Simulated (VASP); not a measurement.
Sb, 1 atom in the cell. It takes space group Pm-3m (No. 221, cubic). The conventional cell has a = 3.104 Å, b = 3.104 Å, c = 3.104 Å, α = 90.00°, β = 90.00°, γ = 90.00°. Within 4.1 Å of Sb (site symmetry m-3m) lie 6 Sb at 3.10 Å.  This cell differs from its parent crystal: volume scaled by 1.02.

| Property | Result |
| --- | --- |
| Program | VASP 6.6.1 |
| Task | electric field gradients |
| Functional | PBEsol |
| Potentials or basis | VASP PAW PBE potentials, release 64 (Sb) |
| Cutoff | 520 eV |
| k mesh | 12 × 12 × 12 |
| Occupations | fermi-dirac, width 0.05 eV |
| Spin | no spin polarisation |
| Dipole correction | no |
| Further INCAR settings | ALGO = Normal; EDIFF = 1e-08; NBANDS = 8 |

Potentials or basis: VASP PAW PBE potentials, release 64 (Sb).

Command:

```sh
$ cat potpaw_PBE.64/Sb/POTCAR > POTCAR
$ mpirun -np 1 vasp_std > vasp.out
```

Hardware: 1 thread of Intel Xeon 6975P-C (shared host).

Q: How long does it take, and how much memory?

A: It took 11 s on 1 thread of Intel Xeon 6975P-C, on a shared host, peak memory 0.15 GiB. Counts: scf iterations 13, k points 84.
